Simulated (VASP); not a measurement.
Wanted: the native input for a VASP 6.6.1 run.

* Task: single point
* Functional: PBE
* Potentials or basis: VASP PAW PBE potentials, release 64 (W_sv, C)
* Cutoff: 520 eV
* k mesh: 18 × 18 × 16
* Occupations: gaussian, width 0.15 eV
* Spin: no spin polarisation
* Dipole correction: no
* Further INCAR settings: ALGO = Normal; EDIFF = 1e-06; NBANDS = 16

The structure of WC lies in POSCAR:

```
WC
1.0
    2.9005014360      0.0000000000      0.0000000000
   -1.4502507180      2.5119079273      0.0000000000
    0.0000000000      0.0000000000      2.8290000000
W C
1 1
Direct
    0.0000000000      0.0000000000      0.0397667020
    0.6666666667      0.3333333333      0.5000000000
```

This cell differs from its parent crystal: all W atoms moved +0.113 Å, as atom 1 along Cartesian [0 0 1].

The input as run:

INCAR

```
ALGO     = Normal         # electronic algorithm
EDIFF    = 1E-6           # SCF threshold, eV
ENCUT    = 520            # plane-wave cutoff, eV
GGA      = PE             # functional
ISIF     = 2              # what is computed and relaxed
ISMEAR   = 0              # smearing method
LASPH    = True           # aspherical terms in the spheres
LCHARG   = False          # write CHGCAR
LREAL    = False          # projectors in reciprocal space
LWAVE    = False          # write WAVECAR
NBANDS   = 16             # bands
NELM     = 60             # most SCF steps
PREC     = Accurate       # precision mode
SIGMA    = 0.15           # smearing width, eV
```

KPOINTS

```
k-points
0
Gamma
  18 18 16
```

Potentials or basis: VASP PAW PBE potentials, release 64 (W_sv, C).

Launch:

```bash
$ cat potpaw_PBE.64/W_sv/POTCAR potpaw_PBE.64/C/POTCAR > POTCAR
$ mpirun -np 1 vasp_std > vasp.out
```

It gave:

The pressure is 12.5 GPa and the largest force is 1.694 eV/Å. The band gap on the k mesh is zero (band 9 reaches 11.85 eV, above the bottom of band 10 at 10.67 eV).

Caveat: the cell differs from its parent crystal (all W atoms moved +0.113 Å, as atom 1 along Cartesian [0 0 1]); spin-orbit coupling is left out, which moves the levels of the heavy elements; forces of over 1 eV/Å act on the atoms, so gaps and moduli don't describe the material at rest.

It took 46 s on 1 thread of Intel(R) Xeon(R) 6975P-C (Granite Rapids), with other jobs on the host, peak memory 0.28 GiB.
